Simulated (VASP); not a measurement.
# COH2 in VASP: single point with PBE+D3(BJ)

Aim: the single point of COH2 with PBE+D3(BJ).

All numbers are computed with VASP 6.6.1; they aren't measurements. Logs are shortened: lines on timing, memory, paths and dates and some standing lists are left out, and cuts for length are marked.

## (1) The cell of the first run

The cell holds a molecule in a box, 4 atoms: a = 14.000 Å, b = 14.500 Å, c = 15.000 Å, α = 90.00°, β = 90.00°, γ = 90.00°.

## (2) Single point, PBE+D3(BJ)

File INCAR:

```
SYSTEM = H2CO
ALGO = Normal ; EDIFF = 1E-6
ENCUT = 1000 ; GGA = PE
GGA_COMPAT = .FALSE. ; ISIF = 2
ISMEAR = 0 ; ISYM = 0
IVDW = 12 ; LASPH = .TRUE.
LCHARG = .TRUE. ; LELF = .TRUE.
LREAL = .FALSE. ; LVHAR = .TRUE.
LWAVE = .FALSE. ; NBANDS = 14
NELM = 120 ; NELMDL = -8
PREC = Accurate ; SIGMA = 0.005
```

File KPOINTS:

```
k-points
0
G
  1 1 1
  0 0 0
```

File POSCAR:

```
H2CO
1.0
   14.0000000000      0.0000000000      0.0000000000
    0.0000000000     14.5000000000      0.0000000000
    0.0000000000      0.0000000000     15.0000000000
C O H
1 1 2
Direct
    0.4843715529      0.4927976302      0.5000057274
    0.5693039854      0.4782244802      0.4990519869
    0.4309030360      0.4356084060      0.5012058527
    0.4545673307      0.5642764448      0.4997375367
```

Potentials or basis: VASP PAW PBE potentials, release 64 (C_h, O_h, H_h).

Started as:

```console
cat potpaw_PBE.64/C_h/POTCAR potpaw_PBE.64/O_h/POTCAR potpaw_PBE.64/H_h/POTCAR > POTCAR
mpirun -np 1 vasp_gam > vasp.out
```

OUTCAR:

```text
SYSTEM = H2CO
   EDIFF = 1E-6
   ENCUT = 1000
   GGA = PE
   ISIF = 2
   ISMEAR = 0
   ISYM = 0
   IVDW = 12
   LASPH = .TRUE.
   LREAL = .FALSE.
   NELM = 120
   NELMDL = -8
   PREC = Accurate
 IVDW          = 12

 ion  position               nearest neighbor table
   1  0.484  0.493  0.500-   3 1.12   4 1.12   2 1.21
   2  0.569  0.478  0.499-   1 1.21
   3  0.431  0.436  0.501-   1 1.12
   4  0.455  0.564  0.500-   1 1.12

IMPORTANT INFORMATION: All symmetrisations will be switched off!
NOSYMM: (Re-)initialisation of all symmetry stuff for point group C_1.

----------------------------------------------------------------------------------------

                                     Primitive cell

  volume of cell :    3045.0000

  direct lattice vectors                    reciprocal lattice vectors
    14.000000000  0.000000000  0.000000000     0.071428571  0.000000000  0.000000000
     0.000000000 14.500000000  0.000000000     0.000000000  0.068965517  0.000000000
     0.000000000  0.000000000 15.000000000     0.000000000  0.000000000  0.066666667

  length of vectors
    14.000000000 14.500000000 15.000000000     0.071428571  0.068965517  0.066666667

  position of ions in fractional coordinates (direct lattice)
     0.484371553  0.492797630  0.500005727
     0.569303985  0.478224480  0.499051987
     0.430903036  0.435608406  0.501205853
     0.454567331  0.564276445  0.499737537

  ion indices of the primitive-cell ions
   primitive index   ion index
                 1           1
                 2           2
                 3           3
                 4           4

----------------------------------------------------------------------------------------

 KPOINTS: k-points

Automatic generation of k-mesh.
 Grid dimensions read from file:
 generate k-points for:    1    1    1

 Generating k-lattice:

  Cartesian coordinates                     Fractional coordinates (reciprocal lattice)
     0.071428571  0.000000000  0.000000000     1.000000000  0.000000000  0.000000000
     0.000000000  0.068965517  0.000000000     0.000000000  1.000000000  0.000000000
     0.000000000  0.000000000  0.066666667     0.000000000  0.000000000  1.000000000

  Length of vectors
     0.071428571  0.068965517  0.066666667

  Shift w.r.t. Gamma in fractional coordinates (k-lattice)
     0.000000000  0.000000000  0.000000000

 Subroutine IBZKPT returns following result:
 ===========================================

 Found      1 irreducible k-points:

 Following reciprocal coordinates:
            Coordinates               Weight
  0.000000  0.000000  0.000000      1.000000
   k-points           NKPTS =      1   k-points in BZ     NKDIM =      1   number of bands    NBANDS=     14
   number of dos      NEDOS =    301   number of ions     NIONS =      4
   total plane-waves  NPLWV = ******
   dimension x,y,z NGX =   144 NGY =  150 NGZ =  160
   dimension x,y,z NGXF=   288 NGYF=  300 NGZF=  320
   ions per type =               1   1   2
   NGX,Y,Z   is equivalent  to a cutoff of  17.10, 17.20, 17.73 a.u.
   NGXF,Y,Z  is equivalent  to a cutoff of  34.20, 34.40, 35.47 a.u.
 SYSTEM =  H2CO
   PREC   = accura    normal or accurate (medium, high low for compatibility)
   ISTART =      0    job   : 0-new  1-cont  2-samecut
   ICHARG =      2    charge: 1-file 2-atom 10-const
   ISPIN  =      1    spin polarized calculation?
   LNONCOLLINEAR =      F non collinear calculations
   LSORBIT =      F    spin-orbit coupling
   LASPH  =      T    aspherical Exc in radial PAW
   ENCUT  = 1000.0 eV  73.50 Ry    8.57 a.u.  36.10 37.39 38.68*2*pi/ulx,y,z
   NELM   =    120;   NELMIN=  2; NELMDL= -8     # of ELM steps
   EDIFF  = 0.1E-05   stopping-criterion for ELM
   LREAL  =      F    real-space projection
   EDIFFG = 0.1E-04   stopping-criterion for IOM
   NSW    =      0    number of steps for IOM
   IBRION =     -1    ionic relax: 0-MD 1-quasi-New 2-CG
   NFREE  =      0    steps in history (QN), initial steepest desc. (CG)
   ISIF   =      2    stress and relaxation
   ISYM   =      0    0-nonsym 1-usesym 2-fastsym
   POTIM  = 0.5000    time-step for ionic-motion
   TEBEG  =    0.0;   TEEND  =   0.0 temperature during run
   PSTRESS=    0.0 pullay stress
   NELECT =      12.0000    total number of electrons
   NUPDOWN=      -1.0000    fix difference up-down
   EMIN   =  10.00;   EMAX   =-10.00  energy-range for DOS
   EFERMI =   0.00;   METHOD = LEGACY
   ISMEAR =     0;   SIGMA  =   0.01  broadening in eV -4-tet -1-fermi 0-gaus
   EFERMI_NEDOS =   21; number of points for ismear=-14 and -15
   IALGO  =     38    algorithm
   IMIX   =      4    mixing-type and parameters
     AMIX     =   0.40;   BMIX     =  1.00
     AMIX_MAG =   1.60;   BMIX_MAG =  1.00
  volume/ion in A,a.u.               =     761.25      5137.17
  Fermi-wavevector in a.u.,A,eV,Ry     =   0.258587  0.488658  0.909782  0.066867
  Thomas-Fermi vector in A             =   1.084319
   LORBIT       =      0    0 simple, 1 ext, 2 COOP (PROOUT), +10 PAW based schemes
   GGA     = PE    functional components
   LHFCALC =     F    Hartree Fock is set to
   AEXX    =    0.0000 exact exchange contribution
   IVDW    =    12    specifies the selected vdW correction
   LEPSILON=     F    determine dielectric tensor
   LRPA    =     F    only Hartree local field effects (RPA)
 non-spin polarized calculation
 Gauss-broadening in eV      SIGMA  =   0.01
  energy-cutoff  :     1000.00
  volume of cell :     3045.00
 maximum number of plane-waves:    109278
   NGX = 73   NGY = 75   NGZ = 77

 number of electron      12.0000000 magnetization

 Free energy of the ion-electron system (eV)
  ---------------------------------------------------
  ext. energy  EPLUGINS =         0.00000000
  ---------------------------------------------------
  free energy    TOTEN  =       -22.25827028 eV

  energy without entropy =      -22.25827028  energy(sigma->0) =      -22.25827028

 E-fermi :  -6.1746     XC(G=0):  -0.2657

 val. band max:       -6.2042628123   @ k =   0.0000   0.0000   0.0000
 cond. band min:      -2.6347772519   @ k =   0.0000   0.0000   0.0000
 fundamental gap:      3.5694855604
 Fermi energy:        -6.1746103033

 k-point     1 :       0.0000    0.0000    0.0000
  band No.  band energies     occupation
      1     -26.6227      2.00000
      2     -15.6380      2.00000
      3     -12.0654      2.00000
      4     -10.9289      2.00000
      5     -10.0235      2.00000
      6      -6.2043      2.00000
      7      -2.6348      0.00000
      8      -0.4288      0.00000
      9       0.2248      0.00000
     10       0.3867      0.00000
     11       0.4877      0.00000
     12       0.5391      0.00000
     13       0.6764      0.00000
     14       0.7326      0.00000

------------------------ aborting loop because EDIFF is reached ----------------------------------------

 Edisp (eV)   -0.02977

 E8    (eV) :    -0.0081

  FORCE on cell =-STRESS in cart. coord.  units (eV):
  Direction    XX          YY          ZZ          XY          YZ          ZX
  --------------------------------------------------------------------------------------
  -------------------------------------------------------------------------------------
  Total      -0.00125    -0.02453    -0.02031    -0.00611     0.00010    -0.00035
  in kB      -0.00066    -0.01291    -0.01069    -0.00321     0.00005    -0.00018
  external pressure =       -0.01 kB  Pullay stress =        0.00 kB

 VOLUME and BASIS-vectors are now :
 -----------------------------------------------------------------------------
  energy-cutoff  :     1000.00
  volume of cell :     3045.00
      direct lattice vectors                 reciprocal lattice vectors
    14.000000000  0.000000000  0.000000000     0.071428571  0.000000000  0.000000000
     0.000000000 14.500000000  0.000000000     0.000000000  0.068965517  0.000000000
     0.000000000  0.000000000 15.000000000     0.000000000  0.000000000  0.066666667

 POSITION                                       TOTAL-FORCE (eV/Angst)
 -----------------------------------------------------------------------------------
      6.78120      7.14557      7.50009        -0.016712      0.002890     -0.000182
      7.97026      6.93425      7.48578         0.022481     -0.003854      0.000237
      6.03264      6.31632      7.51809        -0.002544      0.002648     -0.000064
      6.36394      8.18201      7.49606        -0.003225     -0.001685      0.000009
 -----------------------------------------------------------------------------------
    total drift:                                0.000094      0.000161      0.000542

  FREE ENERGIE OF THE ION-ELECTRON SYSTEM (eV)
  ---------------------------------------------------
  free  energy   TOTEN  =       -22.2880425971 eV

  energy  without entropy=      -22.2880425971  energy(sigma->0) =      -22.28804260
```

Run time: 15 min. Hardware: 1 thread of Intel Xeon Platinum 8488C (Sapphire Rapids), shared host; peak memory 4.6 GiB.

Results:

```yaml
Free_energy: -22.2880 eV
Largest_force: 0.023 eV/Å
Gap_between_the_frontier_levels: 3.57 eV
Dispersion_energy_per_atom: -0.007 eV
```

Forces on the atoms (eV/Å):
```
C   -0.017  0.003  0.000
O    0.022 -0.004  0.000
H   -0.003  0.003  0.000
H   -0.003 -0.002  0.000
```

Levels at points of the mesh, in eV from the valence-band top:
```csv
k point,band 3,band 4,band 5,band 6,band 7,band 8,band 9,band 10
"(0.00, 0.00, 0.00)",-5.86,-4.72,-3.82,0.00,3.57,5.78,6.43,6.59
```
